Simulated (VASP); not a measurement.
CdPbS2:

```
Cd Pb S
1.0
     7.02877    0.00000    0.00000
     5.84544    3.90314    0.00000
     5.84544    1.77219    3.47762
Cd Pb S
1 1 2
Direct
  0.00000 0.00000 0.00000
  0.50000 0.50000 0.50000
  0.74128 0.74128 0.74128
  0.25872 0.25872 0.25872
```

- Program: VASP 6.6.1
- Task: relaxation of volume and atoms at fixed shape
- Functional: LDA
- Potentials or basis: VASP PAW LDA potentials, release 64 (Cd, Pb_d, S)
- Cutoff: 600 eV
- k mesh: 7 × 7 × 7
- Occupations: fermi-dirac, width 0.02 eV
- Spin: no spin polarisation

At the start: pressure -5.4 GPa; volume 23.85 Å³/atom.

Q: Where does the relaxation end?

A: Over 8 steps the energy falls by 34.5 meV/atom and the volume is 21.94 Å³/atom (-8.0 %); space group R-3m (No. 166, to 0.1 Å) before and after.

The path:
```
step  energy change (eV)  largest force (eV/Å)  pressure (GPa)  volume (Å³)
   1              0.0000                0.0468           -5.36        95.41
   2             -0.1113                0.0481            2.93        84.80
   3             -0.1378                0.0517            0.00        87.79
   4             -0.1377                0.0517            0.13        87.64
   5             -0.1380                0.0330           -0.05        87.85
   6             -0.1380                0.0285           -0.10        87.90
   7             -0.1381                0.0101           -0.03        87.82
   8             -0.1381                0.0031            0.02        87.76
```

Final structure:
```xyz
4
Lattice="6.8358 0.0000 0.0000 5.6850 3.7960 0.0000 5.6850 1.7235 3.3822" Properties=species:S:1:pos:R:3 pbc="T T T"
Cd    5.6850    3.7960    0.0000
Pb    9.1029    2.7598    1.6911
S    13.4875    4.0891    2.5056
S     4.7183    1.4305    0.8765
```
